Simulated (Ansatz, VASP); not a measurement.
# GaSb: VASP beside Ansatz

INCAR

```
PREC = Accurate
ENCUT = 500
EDIFF = 1E-6
ISMEAR = -1
SIGMA = 0.02
LREAL = False
LASPH = True
NELM = 120
ALGO = Normal
ISIF = 2
LWAVE = False
LCHARG = False
GGA = PE
NBANDS = 16
GGA_COMPAT = False
```

File KPOINTS:

```
Automatic mesh
0
Gamma
  6 6 6
```

File POSCAR:

```
GaSb
1.0
    0.0000000000      3.1406993343      3.1406993343
    3.1406993343      0.0000000000      3.1406993343
    3.1406993343      3.1406993343      0.0000000000
Ga Sb
1 1
Direct
    0.0000000000      0.0000000000      0.0000000000
    0.2500000000      0.2500000000      0.2500000000
```

Input for Ansatz:

```yaml
crystal:
  lattice:
    - [0.0, 3.1406993343, 3.1406993343]
    - [3.1406993343, 0.0, 3.1406993343]
    - [3.1406993343, 3.1406993343, 0.0]
  atoms:
    - { symbol: Ga, position: [0.0, 0.0, 0.0] }
    - { symbol: Sb, position: [0.25, 0.25, 0.25] }
kpoints:
  mp_grid: { grid: [6, 6, 6] }
hamiltonian:
  xc: pbe
scf:
  occupations: { method: fermi_dirac, width: 0.02 }
  n_extra_bands: 4
output:
  forces: true
  stress: true
  eigenvalues: true
```

Alike in both runs: task single point; functional PBE; k mesh 6 × 6 × 6; occupations fermi-dirac, width 0.02 eV; no spin polarisation.

```csv
,VASP,Ansatz
version,VASP 6.6.1,Ansatz 0.2.0
potentials or method,"VASP PAW PBE potentials, release 64 (Ga_d, Sb)","plane waves, PAW"
plane-wave cutoff (eV),500,420
valence electrons in the cell,18,28
```

|  | VASP | Ansatz | Ansatz less VASP |
| --- | --- | --- | --- |
| pressure (GPa) | -1.2 | -1.3 | -0.06 |

VASP's potentials hold 18 valence electrons a cell and Ansatz's 28, so a difference there can come from the potentials and not from the codes.

Spin-orbit coupling is off throughout.
